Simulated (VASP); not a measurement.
# Ir (I4/mmm) in VASP: notebook, part 2 of 2

VASP 6.6.1. Earlier steps stand in the parts before.

## (4) Single point, LDA (12.73 Å³/atom)

This run uses another cell than the first one, of 12.73 Å³/atom.

INCAR reads:

```
ALGO = Normal
EDIFF = 1E-6
ENCUT = 560
GGA = CA
GGA_COMPAT = False
ISIF = 2
ISMEAR = 0
LASPH = True
LCHARG = False
LREAL = False
LWAVE = False
NBANDS = 14
NELM = 120
PREC = Accurate
SIGMA = 0.15
```

KPOINTS reads:

```
k-points
0
Gamma
  22 22 22
```

POSCAR reads:

```
Ir
1.0
    0.0000000000      2.0541410149      1.5083557472
    2.0541410149      0.0000000000      1.5083557472
    2.0541410149      2.0541410149      0.0000000000
Ir
1
Direct
    0.0000000000      0.0000000000      0.0000000000
```

Potentials or basis: VASP PAW LDA potentials, release 64 (Ir_sv_GW).

The run is started by

```
$ cat potpaw_LDA.64/Ir_sv_GW/POTCAR > POTCAR
$ mpirun -np 1 vasp_std > vasp.out
```

OUTCAR:

```text
EDIFF = 1E-6
   ENCUT = 560
   GGA = CA
   ISIF = 2
   ISMEAR = 0
   LASPH = True
   LREAL = False
   NELM = 120
   PREC = Accurate

 ion  position               nearest neighbor table
   1  0.000  0.000  0.000-

  LATTYP: Found a body centered tetragonal cell.
 ALAT       =     2.9049940823
 C/A-ratio  =     1.0384570188

  Lattice vectors:

 A1 = (   0.0000000000,  -2.0541410149,  -1.5083557472)
 A2 = (   0.0000000000,   2.0541410149,  -1.5083557472)
 A3 = (   2.0541410149,   0.0000000000,   1.5083557472)

Analysis of symmetry for initial positions (statically):
=====================================================================
 Subroutine PRICEL returns:
 Original cell was already a primitive cell.

 Routine SETGRP: Setting up the symmetry group for a
 body centered tetragonal supercell.

 Subroutine GETGRP returns: Found 16 space group operations
 (whereof 16 operations were pure point group operations)
 out of a pool of 16 trial point group operations.

The static configuration has the point symmetry D_4h.

Analysis of symmetry for dynamics (positions and initial velocities):
=====================================================================
 Subroutine PRICEL returns:
 Original cell was already a primitive cell.

 Routine SETGRP: Setting up the symmetry group for a
 body centered tetragonal supercell.

 Subroutine GETGRP returns: Found 16 space group operations
 (whereof 16 operations were pure point group operations)
 out of a pool of 16 trial point group operations.

The dynamic configuration has the point symmetry D_4h.

 Subroutine INISYM returns: Found 16 space group operations
 (whereof 16 operations are pure point group operations),
 and found     1 'primitive' translations

----------------------------------------------------------------------------------------

                                     Primitive cell

  volume of cell :      12.7290
[... 113 lines left out ...]
   LHFCALC =     F    Hartree Fock is set to
   AEXX    =    0.0000 exact exchange contribution
   IVDW    =     0    specifies the selected vdW correction
   LEPSILON=     F    determine dielectric tensor
   LRPA    =     F    only Hartree local field effects (RPA)
 non-spin polarized calculation
 Gauss-broadening in eV      SIGMA  =   0.15
  energy-cutoff  :      560.00
  volume of cell :       12.73
 maximum number of plane-waves:       402
   NGX =  9   NGY =  9   NGZ = 11

 number of electron      17.0000000 magnetization

 Free energy of the ion-electron system (eV)
  ---------------------------------------------------
  ext. energy  EPLUGINS =         0.00000000
  ---------------------------------------------------
  free energy    TOTEN  =       -10.00300668 eV

  energy without entropy =       -9.98347548  energy(sigma->0) =       -9.99324108

 E-fermi :  14.5402     XC(G=0): -15.4541

 val. band max:       14.5399390486   @ k =   0.5000   0.0909   0.3182
 cond. band min:      14.5427337181   @ k =   0.5000   0.0000   0.5000
 fundamental gap:      0.0027946696
 Fermi energy:        14.5401587782

 k-point     1 :       0.0000    0.0000    0.0000
  band No.  band energies     occupation
      1     -77.8596      2.00000
      2     -34.4468      2.00000
      3     -34.4468      2.00000
      4     -34.3222      2.00000
      5       2.6058      2.00000
      6      10.0090      2.00000
      7      10.0090      2.00000
      8      10.4472      2.00000
      9      13.4096      2.00000
     10      14.1845      1.99920
     11      30.0465      0.00000
     12      30.9129      0.00000
     13      30.9129      0.00000
     14      43.8596      0.00000
[... 377 lines left out ...]
      1     -77.7400      2.00000
      2     -35.5473      2.00000
      3     -34.8281      2.00000
      4     -34.3929      2.00000
      5       5.7123      2.00000
      6       8.2220      2.00000
      7      12.6353      2.00000
      8      13.5692      2.00000
      9      15.4187      0.00000
     10      17.0429      0.00000
     11      24.4671      0.00000
     12      27.6222      0.00000
     13      33.0028      0.00000
     14      38.4008      0.00000

 [... further k-points ...]

------------------------ aborting loop because EDIFF is reached ----------------------------------------

  FORCE on cell =-STRESS in cart. coord.  units (eV):
  Direction    XX          YY          ZZ          XY          YZ          ZX
  --------------------------------------------------------------------------------------
  -------------------------------------------------------------------------------------
  Total        3.5598876      3.5598876      6.1976101      0.0000000      0.0000000      0.0000000
  in kB      448.0769241    448.0769241    780.0825265      0.0000000      0.0000000      0.0000000
  external PRESSURE =     558.7454583 kB  Pullay stress =       0.0000000 kB

 VOLUME and BASIS-vectors are now :
 -----------------------------------------------------------------------------
  energy-cutoff  :      560.00
  volume of cell :       12.73
      direct lattice vectors                 reciprocal lattice vectors
     0.000000000  2.054141015  1.508355747    -0.243410748  0.243410748  0.331486787
     2.054141015  0.000000000  1.508355747     0.243410748 -0.243410748  0.331486787
     2.054141015  2.054141015  0.000000000     0.243410748  0.243410748 -0.331486787

 POSITION                                       TOTAL-FORCE (eV/Angst)
 -----------------------------------------------------------------------------------
      0.00000      0.00000      0.00000        -0.000000      0.000000      0.000000
 -----------------------------------------------------------------------------------
    total drift:                                0.000000     -0.000000      0.000000

  FREE ENERGIE OF THE ION-ELECTRON SYSTEM (eV)
  ---------------------------------------------------
  free  energy   TOTEN  =       -10.0030066762 eV

  energy  without entropy=       -9.9834754785  energy(sigma->0) =       -9.99324108
```

stdout:

```text
POSCAR found type information on POSCAR Ir
 POSCAR found :  1 types and       1 ions
 scaLAPACK will be used
 LDA part: xc-table for (Slater(with rela. corr.)+CA(PZ))
 , standard interpolation
 POSCAR, INCAR and KPOINTS ok, starting setup
 FFT: planning ... GRIDC
 FFT: planning ... GRID_SOFT
 FFT: planning ... GRID
 WAVECAR not read
 entering main loop
```

Run time: 2.1 min. Hardware: 1 thread of Intel Xeon Platinum 8375C at 2.90GHz (Ice Lake), shared host; peak memory 0.28 GiB.

What came out:

```
Free energy            : -10.0030 eV
Pressure               : 55.9 GPa
Band gap on the k mesh : zero (an odd number of electrons rules out a gap without spin polarisation)
```

Caveat: the stress differs along the axes, from 45 to 78 GPa; spin-orbit coupling is left out, which moves the levels of the heavy elements.

## (5) Single point, LDA (12.73 Å³/atom)

This run uses another cell than the first one, of 12.73 Å³/atom.

INCAR reads:

```
SYSTEM = Ir
PREC = Accurate
ENCUT = 560
EDIFF = 1E-6
ISMEAR = 0
SIGMA = 0.15
LREAL = .False.
LASPH = .True.
NELM = 120
ALGO = Normal
ISIF = 2
LWAVE = .False.
LCHARG = .False.
GGA = CA
NBANDS = 14
GGA_COMPAT = .False.
```

KPOINTS reads:

```
Automatic mesh
0
Gamma
  22 22 22
  0 0 0
```

POSCAR reads:

```
Ir
1.0
    0.0000000000      2.1077333808      1.4326263789
    2.1077333808      0.0000000000      1.4326263789
    2.1077333808      2.1077333808      0.0000000000
Ir
1
Direct
    0.0000000000      0.0000000000      0.0000000000
```

Potentials or basis: VASP PAW LDA potentials, release 64 (Ir_sv_GW).

The run is started by

```
$ cat potpaw_LDA.64/Ir_sv_GW/POTCAR > POTCAR
$ mpirun -np 1 vasp_std > vasp.out
```

OUTCAR:

```text
SYSTEM = Ir
   PREC = Accurate
   ENCUT = 560
   EDIFF = 1E-6
   ISMEAR = 0
   LREAL = .False.
   LASPH = .True.
   NELM = 120
   ISIF = 2
   GGA = CA

 ion  position               nearest neighbor table
   1  0.000  0.000  0.000-

  LATTYP: Found a body centered tetragonal cell.
 ALAT       =     2.9807851330
 C/A-ratio  =     0.9612409583

  Lattice vectors:

 A1 = (   0.0000000000,  -2.1077333808,  -1.4326263789)
 A2 = (   0.0000000000,   2.1077333808,  -1.4326263789)
 A3 = (   2.1077333808,   0.0000000000,   1.4326263789)

Analysis of symmetry for initial positions (statically):
=====================================================================
 Subroutine PRICEL returns:
 Original cell was already a primitive cell.

 Routine SETGRP: Setting up the symmetry group for a
 body centered tetragonal supercell.

 Subroutine GETGRP returns: Found 16 space group operations
 (whereof 16 operations were pure point group operations)
 out of a pool of 16 trial point group operations.

The static configuration has the point symmetry D_4h.

Analysis of symmetry for dynamics (positions and initial velocities):
[... 169 lines left out ...]
      4     -34.3570      2.00000
      5       2.6057      2.00000
      6       9.8348      2.00000
      7      10.3174      2.00000
      8      10.3174      2.00000
      9      13.3618      2.00000
     10      14.2325      1.99242
     11      30.3075      0.00000
     12      30.3075      0.00000
     13      31.2624      0.00000
     14      43.9532      0.00000
[... 377 lines left out ...]
      1     -77.7362      2.00000
      2     -35.5796      2.00000
      3     -34.7659      2.00000
      4     -34.4561      2.00000
      5       5.7518      2.00000
      6       7.8940      2.00000
      7      12.9580      2.00000
      8      13.6910      2.00000
      9      15.6230      0.00000
     10      17.1469      0.00000
     11      24.8069      0.00000
     12      27.5609      0.00000
     13      32.3559      0.00000
     14      39.1870      0.00000

 [... further k-points ...]

------------------------ aborting loop because EDIFF is reached ----------------------------------------

  FORCE on cell =-STRESS in cart. coord.  units (eV):
  Direction    XX          YY          ZZ          XY          YZ          ZX
  --------------------------------------------------------------------------------------
  -------------------------------------------------------------------------------------
  Total        5.2737200      5.2737200      2.7859997      0.0000000     -0.0000000      0.0000000
  in kB      663.7940644    663.7940644    350.6689939      0.0000000     -0.0000000      0.0000000
  external PRESSURE =     559.4190409 kB  Pullay stress =       0.0000000 kB

 VOLUME and BASIS-vectors are now :
 -----------------------------------------------------------------------------
  energy-cutoff  :      560.00
  volume of cell :       12.73
      direct lattice vectors                 reciprocal lattice vectors
     0.000000000  2.107733381  1.432626379    -0.237221655  0.237221655  0.349009349
     2.107733381  0.000000000  1.432626379     0.237221655 -0.237221655  0.349009349
     2.107733381  2.107733381  0.000000000     0.237221655  0.237221655 -0.349009349

 POSITION                                       TOTAL-FORCE (eV/Angst)
 -----------------------------------------------------------------------------------
      0.00000      0.00000      0.00000         0.000000      0.000000      0.000000
 -----------------------------------------------------------------------------------
    total drift:                                0.000000      0.000000      0.000000

  FREE ENERGIE OF THE ION-ELECTRON SYSTEM (eV)
  ---------------------------------------------------
  free  energy   TOTEN  =       -10.0032844816 eV

  energy  without entropy=       -9.9831143268  energy(sigma->0) =       -9.99319940
```

Run time: 75 s. Hardware: 1 thread of Intel Xeon Platinum 8488C (Sapphire Rapids), shared host; peak memory 0.28 GiB.

Results:

- Free energy: -10.0033 eV
- Pressure: 55.9 GPa
- Band gap on the k mesh: zero (an odd number of electrons rules out a gap without spin polarisation)

Caveat: the stress differs along the axes, from 35 to 66 GPa; spin-orbit coupling is left out, which moves the levels of the heavy elements.

## (6) Overview

| potentials or basis | cell | cutoff (eV) | gap on the mesh (eV) | pressure (GPa) |
| --- | --- | --- | --- | --- |
| VASP PAW LDA potentials, release 64 (Ir) | a = 2.643, b = 2.643, c = 3.013 Å, angles 55.3, 55.3, 69.5°, 1 atom | 520 | none | 4.8 |
| VASP PAW LDA potentials, release 64 (Ir) | a = 2.666, b = 2.666, c = 3.039 Å, angles 55.3, 55.3, 69.5°, 1 atom | 520 | none | -4.5 |
| VASP PAW LDA potentials, release 64 (Ir_sv_GW) | a = 2.548, b = 2.548, c = 2.905 Å, angles 55.3, 55.3, 69.5°, 1 atom | 560 | none | 55.9 |
| VASP PAW LDA potentials, release 64 (Ir_sv_GW) | a = 2.549, b = 2.549, c = 2.981 Å, angles 54.2, 54.2, 71.6°, 1 atom | 560 | none | 55.9 |

Alike in all rows: task single point; level LDA; no spin polarisation; k mesh 22 × 22 × 22; smearing gaussian 0.15 eV.

Caveats: spin-orbit coupling is left out, which moves the levels of the heavy elements; the stress differs along the axes, from -3 to 21 GPa (at least some runs); the stress differs along the axes, from -12 to 10 GPa (at least some runs); the stress differs along the axes, from 45 to 78 GPa (at least some runs); the stress differs along the axes, from 35 to 66 GPa (at least some runs).

Total energies depend on the potentials used, so only differences within one code and one set of settings carry meaning.
